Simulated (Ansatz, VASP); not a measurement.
# NiPt5: VASP beside Ansatz

```
CELL_PARAMETERS angstrom
2.77681 0.00000 0.00000
0.00000 2.77681 0.00000
0.00000 0.00000 11.58957
ATOMIC_POSITIONS crystal
Ni 0.00000 0.00000 0.50000
Pt 0.00000 0.00000 0.82562
Pt 0.50000 0.50000 0.00000
Pt 0.00000 0.00000 0.17438
Pt 0.50000 0.50000 0.35034
Pt 0.50000 0.50000 0.64966
```

Alike in both runs: functional PBE; k mesh 14 × 14 × 4; occupations gaussian, width 0.1 eV; collinear spin.

Ansatz relaxed the structure, and its values are those at the end. VASP's run is a single point on that final structure, the one shown.

|  | VASP | Ansatz |
| --- | --- | --- |
| version | VASP 6.6.1 | Ansatz 0.2.0 |
| potentials or method | VASP PAW PBE potentials, release 64 (Ni, Pt), cutoff 520 eV | scalar-relativistic, plane waves, PAW |
| valence electrons in the cell | 60 | 108 |

Ansatz gave:

* gap on the k mesh at the Fermi level (eV): none
* pressure (GPa): 0.0
* rms of the force components (eV/Å): 0.002
* net moment per atom (μB): 0.25
* size of the moment on the site where the two differ most (μB): 0.77

Q: What did VASP give for the same quantities?

A: gap on the k mesh at the Fermi level (eV): none; pressure (GPa): -0.5; rms of the force components (eV/Å): 0.008; net moment per atom (μB): 0.24; size of the moment on the site where the two differ most (μB): 0.74.

Site moments also hang on the region over which each program counts them. A gap of «none» marks a metal or a gap that the smearing closes. With one functional, cell and mesh, what is left measures potentials, basis and numerics. VASP's potentials hold 60 valence electrons a cell and Ansatz's 108, so a difference there can come from the potentials and not from the codes.

Spin-orbit coupling is off throughout.
